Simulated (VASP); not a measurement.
# WO (F-43m) in VASP: further runs

The runs below take WO through single point, with PBE+U.

All numbers are computed with VASP 6.6.1; they aren't measurements. Logs are shortened: lines on timing, memory, paths and dates and some standing lists are left out, and cuts for length are marked.

**1. The cell of the first run**

It takes space group F-43m (No. 216, cubic). Conventional cell: a = 4.480 Å, b = 4.480 Å, c = 4.480 Å, α = 90.00°, β = 90.00°, γ = 90.00°. Within 2.6 Å of W (site symmetry -43m) lie 4 O at 1.94 Å. O (site symmetry -43m) has 4 W at 1.94 Å within 2.6 Å.

**2. Single point, PBE+U, collinear spin, ferromagnetic start**

File INCAR:

```
  PREC = Accurate
  ENCUT = 520
  EDIFF = 1E-7
  ISMEAR = 0
  SIGMA = 0.02
  LREAL = False
  LASPH = True
  NELM = 150
  ALGO = Normal
  ISIF = 2
  LWAVE = False
  LCHARG = False
  ISPIN = 2
  MAGMOM = 1 0
  LORBIT = 11
  LMAXMIX = 4
  LDAU = True
  LDAUTYPE = 2
  LDAUL = 2 -1
  LDAUU = 6.2 0
  LDAUJ = 0 0
  LDAUPRINT = 1
  GGA = PE
  NBANDS = 21
```

File KPOINTS:

```
Automatic mesh
0
Gamma
  10 10 10
```

File POSCAR:

```
WO
1.0
    0.0000000000      2.2399212995      2.2399212995
    2.2399212995      0.0000000000      2.2399212995
    2.2399212995      2.2399212995      0.0000000000
W O
1 1
Direct
    0.0000000000      0.0000000000      0.0000000000
    0.2500000000      0.2500000000      0.2500000000
```

Potentials or basis: VASP PAW PBE potentials, release 64 (W_sv, O).

The run is started by

```bash
> cat potpaw_PBE.64/W_sv/POTCAR potpaw_PBE.64/O/POTCAR > POTCAR
> mpirun -np 1 vasp_std > vasp.out
```

OUTCAR:

```text
PREC = Accurate
   ENCUT = 520
   EDIFF = 1E-7
   ISMEAR = 0
   LREAL = False
   LASPH = True
   NELM = 150
   ISIF = 2
   ISPIN = 2
   LORBIT = 11
   GGA = PE

 ion  position               nearest neighbor table
   1  0.000  0.000  0.000-   2 1.94   2 1.94   2 1.94   2 1.94
   2  0.250  0.250  0.250-   1 1.94   1 1.94   1 1.94   1 1.94

  LATTYP: Found a face centered cubic cell.
 ALAT       =     4.4798425990

  Lattice vectors:

 A1 = (   0.0000000000,   2.2399212995,   2.2399212995)
 A2 = (   2.2399212995,   0.0000000000,   2.2399212995)
 A3 = (   2.2399212995,   2.2399212995,   0.0000000000)

Analysis of symmetry for initial positions (statically):
=====================================================================
 Subroutine PRICEL returns:
 Original cell was already a primitive cell.

 Routine SETGRP: Setting up the symmetry group for a
 face centered cubic supercell.

 Subroutine GETGRP returns: Found 24 space group operations
 (whereof 24 operations were pure point group operations)
 out of a pool of 48 trial point group operations.

The static configuration has the point symmetry T_d .

Analysis of symmetry for dynamics (positions and initial velocities):
=====================================================================
 Subroutine PRICEL returns:
 Original cell was already a primitive cell.

 Routine SETGRP: Setting up the symmetry group for a
 face centered cubic supercell.

 Subroutine GETGRP returns: Found 24 space group operations
 (whereof 24 operations were pure point group operations)
 out of a pool of 48 trial point group operations.

The dynamic configuration has the point symmetry T_d .

Analysis of structural, dynamic, and magnetic symmetry:
=====================================================================
 Subroutine PRICEL returns:
 Original cell was already a primitive cell.

 Routine SETGRP: Setting up the symmetry group for a
 face centered cubic supercell.

 Subroutine GETGRP returns: Found 24 space group operations
 (whereof 24 operations were pure point group operations)
 out of a pool of 48 trial point group operations.

The overall configuration has the point symmetry T_d .

 Subroutine INISYM returns: Found 24 space group operations
 (whereof 24 operations are pure point group operations),
 and found     1 'primitive' translations

----------------------------------------------------------------------------------------

                                     Primitive cell

  volume of cell :      22.4765

  direct lattice vectors                    reciprocal lattice vectors
     0.000000000  2.239921300  2.239921300    -0.223222128  0.223222128  0.223222128
     2.239921300  0.000000000  2.239921300     0.223222128 -0.223222128  0.223222128
     2.239921300  2.239921300  0.000000000     0.223222128  0.223222128 -0.223222128

  length of vectors
     3.167727080  3.167727080  3.167727080     0.386632068  0.386632068  0.386632068

  position of ions in fractional coordinates (direct lattice)
     0.000000000  0.000000000  0.000000000
     0.250000000  0.250000000  0.250000000

  ion indices of the primitive-cell ions
   primitive index   ion index
                 1           1
                 2           2

----------------------------------------------------------------------------------------

 KPOINTS: Automatic mesh

Automatic generation of k-mesh.
 Grid dimensions read from file:
 generate k-points for:   10   10   10

 Generating k-lattice:

  Cartesian coordinates                     Fractional coordinates (reciprocal lattice)
    -0.022322213  0.022322213  0.022322213     0.100000000  0.000000000  0.000000000
     0.022322213 -0.022322213  0.022322213     0.000000000  0.100000000  0.000000000
     0.022322213  0.022322213 -0.022322213     0.000000000  0.000000000  0.100000000

  Length of vectors
     0.038663207  0.038663207  0.038663207

  Shift w.r.t. Gamma in fractional coordinates (k-lattice)
     0.000000000  0.000000000  0.000000000

 Subroutine IBZKPT returns following result:
 ===========================================

 Found     47 irreducible k-points:

 Following reciprocal coordinates:
            Coordinates               Weight
  0.000000  0.000000  0.000000      1.000000
  0.100000  0.000000  0.000000      8.000000
  0.200000  0.000000  0.000000      8.000000
  0.300000  0.000000  0.000000      8.000000
  0.400000  0.000000  0.000000      8.000000
  0.500000  0.000000  0.000000      4.000000
[... 16 lines left out ...]
  0.300000  0.300000  0.000000      6.000000
  0.400000  0.300000  0.000000     24.000000
 [... further k-points ...]
   k-points           NKPTS =     47   k-points in BZ     NKDIM =     47   number of bands    NBANDS=     21
   number of dos      NEDOS =    301   number of ions     NIONS =      2
   total plane-waves  NPLWV =  13824
   dimension x,y,z NGX =    24 NGY =   24 NGZ =   24
   dimension x,y,z NGXF=    48 NGYF=   48 NGZF=   48
   ions per type =               1   1
   NGX,Y,Z   is equivalent  to a cutoff of  12.60, 12.60, 12.60 a.u.
   NGXF,Y,Z  is equivalent  to a cutoff of  25.19, 25.19, 25.19 a.u.
 SYSTEM =  unknown system
   PREC   = accura    normal or accurate (medium, high low for compatibility)
   ISTART =      0    job   : 0-new  1-cont  2-samecut
   ICHARG =      2    charge: 1-file 2-atom 10-const
   ISPIN  =      2    spin polarized calculation?
   LNONCOLLINEAR =      F non collinear calculations
   LSORBIT =      F    spin-orbit coupling
   LASPH  =      T    aspherical Exc in radial PAW
   ENCUT  =  520.0 eV  38.22 Ry    6.18 a.u.   5.89  5.89  5.89*2*pi/ulx,y,z
   NELM   =    150;   NELMIN=  2; NELMDL= -5     # of ELM steps
   EDIFF  = 0.1E-06   stopping-criterion for ELM
   LREAL  =      F    real-space projection
   EDIFFG = 0.1E-05   stopping-criterion for IOM
   NSW    =      0    number of steps for IOM
   IBRION =     -1    ionic relax: 0-MD 1-quasi-New 2-CG
   NFREE  =      0    steps in history (QN), initial steepest desc. (CG)
   ISIF   =      2    stress and relaxation
   ISYM   =      2    0-nonsym 1-usesym 2-fastsym
   POTIM  = 0.5000    time-step for ionic-motion
   TEBEG  =    0.0;   TEEND  =   0.0 temperature during run
   PSTRESS=    0.0 pullay stress
   NELECT =      20.0000    total number of electrons
   NUPDOWN=      -1.0000    fix difference up-down
[... 15 lines left out ...]
   J (eV)           for each species LDAUJ =   0.0  0.0
   GGA     = PE    functional components
   LHFCALC =     F    Hartree Fock is set to
   AEXX    =    0.0000 exact exchange contribution
   IVDW    =     0    specifies the selected vdW correction
   LEPSILON=     F    determine dielectric tensor
   LRPA    =     F    only Hartree local field effects (RPA)
 spin polarized calculation
 Gauss-broadening in eV      SIGMA  =   0.02
  energy-cutoff  :      520.00
  volume of cell :       22.48
 maximum number of plane-waves:       620
   NGX = 11   NGY = 11   NGZ = 11

 number of electron      20.0000002 magnetization      -0.0001992

atom =   1  type =  1  l = 2

 onsite density matrix

spin component  1

  0.3218  0.0000 -0.0000 -0.0000  0.0000
  0.0000  0.3218 -0.0000 -0.0000  0.0000
 -0.0000 -0.0000  0.3570 -0.0000 -0.0000
 -0.0000 -0.0000 -0.0000  0.3218 -0.0000
  0.0000  0.0000 -0.0000 -0.0000  0.3570

spin component  2

  0.3218  0.0000 -0.0000 -0.0000  0.0000
  0.0000  0.3218 -0.0000 -0.0000  0.0000
 -0.0000 -0.0000  0.3569 -0.0000 -0.0000
 -0.0000 -0.0000 -0.0000  0.3218 -0.0000
  0.0000  0.0000 -0.0000 -0.0000  0.3569

 occupancies and eigenvectors

  o =  0.3218  v =  0.0000  0.0000  0.0000  0.0000  0.0000  0.0000  0.3876 -0.0000  0.9218  0.0000      0.0000  0.0000  0.0000  0.0000  0.0000  0.0000  0.0000  0.0000  0.0000  0.0000
  o =  0.3218  v =  0.0000  0.0000  0.0000  0.0000  0.0000  0.0000  0.9218  0.0000 -0.3876 -0.0000      0.0000  0.0000  0.0000  0.0000  0.0000  0.0000  0.0000  0.0000  0.0000  0.0000
  o =  0.3218  v =  0.0000  0.0000  0.0000  0.0000  0.0000  1.0000  0.0000  0.0000  0.0000  0.0000      0.0000  0.0000  0.0000  0.0000  0.0000  0.0000  0.0000  0.0000  0.0000  0.0000
  o =  0.3218  v =  0.0000  0.9006  0.0000 -0.4347  0.0000  0.0000  0.0000  0.0000  0.0000  0.0000      0.0000  0.0000  0.0000  0.0000  0.0000  0.0000  0.0000  0.0000  0.0000  0.0000
  o =  0.3218  v =  0.0000  0.4347 -0.0000  0.9006  0.0000  0.0000  0.0000  0.0000  0.0000  0.0000      0.0000  0.0000  0.0000  0.0000  0.0000  0.0000  0.0000  0.0000  0.0000  0.0000
  o =  0.3218  v =  1.0000  0.0000  0.0000  0.0000  0.0000  0.0000  0.0000  0.0000  0.0000  0.0000      0.0000  0.0000  0.0000  0.0000  0.0000  0.0000  0.0000  0.0000  0.0000  0.0000
  o =  0.3569  v =  0.0000  0.0000  0.0000  0.0000  0.0000  0.0000  0.0000  0.0277 -0.0000  0.9996      0.0000  0.0000  0.0000  0.0000  0.0000  0.0000  0.0000  0.0000  0.0000  0.0000
  o =  0.3569  v =  0.0000  0.0000  0.0000  0.0000  0.0000  0.0000 -0.0000  0.9996  0.0000 -0.0277      0.0000  0.0000  0.0000  0.0000  0.0000  0.0000  0.0000  0.0000  0.0000  0.0000
  o =  0.3570  v =  0.0000 -0.0000  0.0079 -0.0000  1.0000  0.0000  0.0000  0.0000  0.0000  0.0000      0.0000  0.0000  0.0000  0.0000  0.0000  0.0000  0.0000  0.0000  0.0000  0.0000
  o =  0.3570  v =  0.0000 -0.0000  1.0000  0.0000 -0.0079  0.0000  0.0000  0.0000  0.0000  0.0000      0.0000  0.0000  0.0000  0.0000  0.0000  0.0000  0.0000  0.0000  0.0000  0.0000

 number of electron      20.0000002 magnetization       0.0001902

 Free energy of the ion-electron system (eV)
  ---------------------------------------------------
  ext. energy  EPLUGINS =         0.00000000
  ---------------------------------------------------
  free energy    TOTEN  =       -10.66725191 eV

  energy without entropy =      -10.66690311  energy(sigma->0) =      -10.66707751

 E-fermi :  11.4642     XC(G=0): -13.2014

 val. band max:       11.4190078747   @ k =   0.4000   0.0000   0.0000
 cond. band min:      11.4642803963   @ k =   0.2000   0.1000   0.0000
 fundamental gap:      0.0452725216
 Fermi energy:        11.4641695724

 spin component 1

 k-point     1 :       0.0000    0.0000    0.0000
  band No.  band energies     occupation
      1     -64.5359      1.00000
      2     -28.6088      1.00000
      3     -28.6088      1.00000
      4     -28.6088      1.00000
      5     -12.0518      1.00000
      6       1.7953      1.00000
[... 13 lines left out ...]
     20      35.0051      0.00000
     21      35.0051      0.00000
[... 529 lines left out ...]
 k-point    24 :       0.4000    0.3000    0.0000
  band No.  band energies     occupation
      1     -64.5031      1.00000
      2     -29.1007      1.00000
      3     -28.7791      1.00000
      4     -28.7611      1.00000
      5     -10.9243      1.00000
      6       0.7549      1.00000
[... 13 lines left out ...]
     20      34.7474      0.00000
     21      36.9370      0.00000

 [... further k-points ...]

 spin component 2

 k-point     1 :       0.0000    0.0000    0.0000
  band No.  band energies     occupation
      1     -64.5358      1.00000
      2     -28.6087      1.00000
      3     -28.6087      1.00000
      4     -28.6087      1.00000
      5     -12.0518      1.00000
      6       1.7954      1.00000
[... 13 lines left out ...]
     20      35.0052      0.00000
     21      35.0052      0.00000
[... 529 lines left out ...]
 k-point    24 :       0.4000    0.3000    0.0000
  band No.  band energies     occupation
      1     -64.5030      1.00000
      2     -29.1006      1.00000
      3     -28.7790      1.00000
      4     -28.7610      1.00000
      5     -10.9242      1.00000
      6       0.7550      1.00000
[... 13 lines left out ...]
     20      34.7475      0.00000
     21      36.9371      0.00000

 [... further k-points ...]
[... 5 lines left out ...]
  --------------------------------------------------------------------------------------
  -------------------------------------------------------------------------------------
  Total        8.8807679      8.8807679      8.8807679      0.0000000      0.0000000     -0.0000000
  in kB      633.0424450    633.0424450    633.0424450      0.0000000      0.0000000     -0.0000000
  external PRESSURE =     633.0424450 kB  Pullay stress =       0.0000000 kB

 VOLUME and BASIS-vectors are now :
 -----------------------------------------------------------------------------
  energy-cutoff  :      520.00
  volume of cell :       22.48
      direct lattice vectors                 reciprocal lattice vectors
     0.000000000  2.239921300  2.239921300    -0.223222128  0.223222128  0.223222128
     2.239921300  0.000000000  2.239921300     0.223222128 -0.223222128  0.223222128
     2.239921300  2.239921300  0.000000000     0.223222128  0.223222128 -0.223222128

 POSITION                                       TOTAL-FORCE (eV/Angst)
 -----------------------------------------------------------------------------------
      0.00000      0.00000      0.00000         0.000000      0.000000      0.000000
      1.11996      1.11996      1.11996        -0.000000     -0.000000     -0.000000
 -----------------------------------------------------------------------------------
    total drift:                               -0.000001     -0.000001     -0.000001

  FREE ENERGIE OF THE ION-ELECTRON SYSTEM (eV)
  ---------------------------------------------------
  free  energy   TOTEN  =       -10.6672519055 eV

  energy  without entropy=      -10.6669031130  energy(sigma->0) =      -10.66707751

 total charge

# of ion       s       p       d       tot
------------------------------------------
    1        2.323   6.383   3.303  12.010
    2        1.586   3.654   0.000   5.240
--------------------------------------------------
tot          3.909  10.038   3.303  17.250

 magnetization (x)

# of ion       s       p       d       tot
------------------------------------------
    1        0.000  -0.000   0.000   0.000
    2       -0.000  -0.000   0.000  -0.000
--------------------------------------------------
tot          0.000  -0.000   0.000   0.000
```

Wall time 58 s (1 thread of AMD EPYC 9R45 (Zen 5), shared host); peak memory 0.14 GiB.

What came out:

* Free energy: -10.6673 eV
* Pressure: 63.3 GPa
* Band gap on the k mesh: zero (filled and empty bands overlap)
* Net moment: 0.00 μB per cell
* Valence electrons inside the program's atomic spheres: W 12.01; O 5.24

Eigenvalues of the final occupation matrices:
| site | spin | trace | eigenvalues |
| --- | --- | --- | --- |
| site 1 d | 1 | 1.68 | 0.32 0.32 0.32 0.36 0.36 |
| site 1 d | 2 | 1.68 | 0.32 0.32 0.32 0.36 0.36 |

Caveat: spin-orbit coupling is left out, which moves the levels of the heavy elements.

**3. Single point, PBE+U, collinear spin, ferromagnetic start**

This run uses another cell than the first one, of 12.08 Å³/atom, 1.075 times its volume.

File INCAR:

```
ALGO = Normal
EDIFF = 1E-6
ENCUT = 520
GGA = PE
ISIF = 2
ISMEAR = 0
ISPIN = 2
LASPH = True
LCHARG = False
LDAU = True
LDAUJ = 0 0
LDAUL = 2 -1
LDAUPRINT = 1
LDAUTYPE = 2
LDAUU = 6.2 0
LMAXMIX = 4
LORBIT = 11
LREAL = False
LWAVE = False
MAGMOM = 1 0
NBANDS = 21
NELM = 150
PREC = Accurate
SIGMA = 0.02
```

File KPOINTS:

```
k-points
0
Gamma
  10 10 10
```

File POSCAR:

```
WO
1.0
    0.0000000000      2.2945749475      2.2945749475
    2.2945749475      0.0000000000      2.2945749475
    2.2945749475      2.2945749475      0.0000000000
W O
1 1
Direct
    0.0000000000      0.0000000000      0.0000000000
    0.2500000000      0.2500000000      0.2500000000
```

Potentials or basis: VASP PAW PBE potentials, release 64 (W_sv, O).

The run is started by

```bash
> cat potpaw_PBE.64/W_sv/POTCAR potpaw_PBE.64/O/POTCAR > POTCAR
> mpirun -np 1 vasp_std > vasp.out
```

Wall time 31 s (1 thread of AMD EPYC 9R45 (Zen 5), shared host); peak memory 0.14 GiB.

Results (log left out):

| Property | Result |
| --- | --- |
| Free energy | -12.3388 eV |
| Pressure | 50.9 GPa |
| Band gap on the k mesh | 0.30 eV, indirect (least direct gap 1.07 eV) |
| Net moment | 2.00 μB per cell |
| Site moments | W +1.68; O +0.07 μB |
| Valence electrons inside the program's atomic spheres | W 11.92; O 5.21 |

Levels at points of the mesh, in eV from the valence-band top:
Spin up:
| k point | band 9 | band 10 | band 11 | band 12 | band 13 | band 14 |
| --- | --- | --- | --- | --- | --- | --- |
| (0.00, 0.00, 0.00) | -3.72 | -3.46 | -3.46 | 4.00 | 4.00 | 4.00 |
| (0.50, 0.00, 0.00) | -2.60 | -2.60 | -1.05 | 2.37 | 2.85 | 2.85 |
| (0.50, 0.50, 0.00) | -3.19 | -2.45 | -2.00 | 2.38 | 2.38 | 8.10 |
Spin down:
| k point | band 6 | band 7 | band 8 | band 9 | band 10 | band 11 | band 12 | band 13 |
| --- | --- | --- | --- | --- | --- | --- | --- | --- |
| (0.00, 0.00, 0.00) | -8.77 | -8.77 | -8.77 | -3.04 | 2.48 | 2.48 | 4.84 | 4.84 |
| (0.50, 0.00, 0.00) | -8.93 | -8.14 | -8.14 | -0.40 | 2.57 | 2.57 | 3.39 | 3.90 |
| (0.50, 0.50, 0.00) | -9.75 | -7.22 | -7.22 | -2.52 | 1.15 | 3.49 | 3.49 | 4.48 |

Eigenvalues of the final occupation matrices:
```csv
site,spin,trace,eigenvalues
site 1 d,1,2.49,0.29 0.29 0.29 0.80 0.80
site 1 d,2,0.83,0.06 0.06 0.24 0.24 0.24
```

Caveat: spin-orbit coupling is left out, which moves the levels of the heavy elements.

**4. Single point, PBE+U, collinear spin, ferromagnetic start**

This run uses another cell than the first one, of 12.92 Å³/atom, 1.150 times its volume.

File INCAR:

```
SYSTEM = WO
ALGO = Normal
EDIFF = 1E-6
ENCUT = 520
GGA = PE
ISIF = 2
ISMEAR = 0
ISPIN = 2
LASPH = .True.
LCHARG = .False.
LDAU = .True.
LDAUJ = 0 0
LDAUL = 2 -1
LDAUPRINT = 1
LDAUTYPE = 2
LDAUU = 6.2 0
LMAXMIX = 4
LORBIT = 11
LREAL = .False.
LWAVE = .False.
MAGMOM = 1 0
NBANDS = 21
NELM = 150
PREC = Accurate
SIGMA = 0.02
```

File KPOINTS:

```
k-points
0
Gamma
  10 10 10
  0 0 0
```

File POSCAR:

```
WO
1.0
    0.0000000000      2.3467421455      2.3467421455
    2.3467421455      0.0000000000      2.3467421455
    2.3467421455      2.3467421455      0.0000000000
W O
1 1
Direct
    0.0000000000      0.0000000000      0.0000000000
    0.2500000000      0.2500000000      0.2500000000
```

The run is started by

```bash
> cat potpaw_PBE.64/W_sv/POTCAR potpaw_PBE.64/O/POTCAR > POTCAR
> mpirun -np 1 vasp_std > vasp.out
```

Wall time 44 s (1 thread of AMD EPYC 9R45 (Zen 5), shared host); peak memory 0.17 GiB.

The run converged. Its results:

```
Free energy                                           : -12.7458 eV
Pressure                                              : 27.3 GPa
Band gap on the k mesh                                : 0.46 eV, indirect (least direct gap 1.08 eV)
Net moment                                            : 2.00 μB per cell
Site moments                                          : W +1.70; O +0.05 μB
Valence electrons inside the program's atomic spheres : W 11.77; O 5.16
```

Levels at points of the mesh, in eV from the valence-band top:
Spin up:
```tsv
k point	band 9	band 10	band 11	band 12	band 13	band 14
(0.00, 0.00, 0.00)	-3.64	-3.48	-3.48	3.75	3.75	3.75
(0.50, 0.00, 0.00)	-2.67	-2.67	-0.92	2.28	2.67	2.67
(0.50, 0.50, 0.00)	-2.91	-2.50	-2.21	2.22	2.22	7.45
```
Spin down:
| k point | band 6 | band 7 | band 8 | band 9 | band 10 | band 11 | band 12 | band 13 |
| --- | --- | --- | --- | --- | --- | --- | --- | --- |
| (0.00, 0.00, 0.00) | -8.20 | -8.20 | -8.20 | -3.00 | 2.52 | 2.52 | 4.57 | 4.57 |
| (0.50, 0.00, 0.00) | -8.51 | -7.64 | -7.64 | -0.28 | 2.58 | 2.58 | 3.25 | 3.72 |
| (0.50, 0.50, 0.00) | -9.18 | -6.87 | -6.87 | -2.26 | 1.24 | 3.33 | 3.33 | 4.33 |

Eigenvalues of the final occupation matrices:
| site | spin | trace | eigenvalues |
| --- | --- | --- | --- |
| site 1 d | 1 | 2.45 | 0.28 0.28 0.28 0.81 0.81 |
| site 1 d | 2 | 0.77 | 0.05 0.05 0.23 0.23 0.23 |

Caveat: spin-orbit coupling is left out, which moves the levels of the heavy elements.

**5. Summary**

```tsv
cell	gap on the mesh (eV)	pressure (GPa)	moment (μB)
a = 3.168 Å, angles 60.0°, 2 atoms	none	63.3	0.00
a = 3.245 Å, angles 60.0°, 2 atoms	0.30	50.9	2.00
a = 3.319 Å, angles 60.0°, 2 atoms	0.46	27.3	2.00
```

Alike in all rows: task single point; level PBE+U; potentials or basis VASP PAW PBE potentials, release 64 (W_sv, O); spin collinear, ferromagnetic start; W d U = 6.2 eV; k mesh 10 × 10 × 10; cutoff (eV) 520; smearing gaussian 0.02 eV.

Caveats: spin-orbit coupling is left out, which moves the levels of the heavy elements.

Total energies depend on the potentials used, so only differences within one code and one set of settings carry meaning.
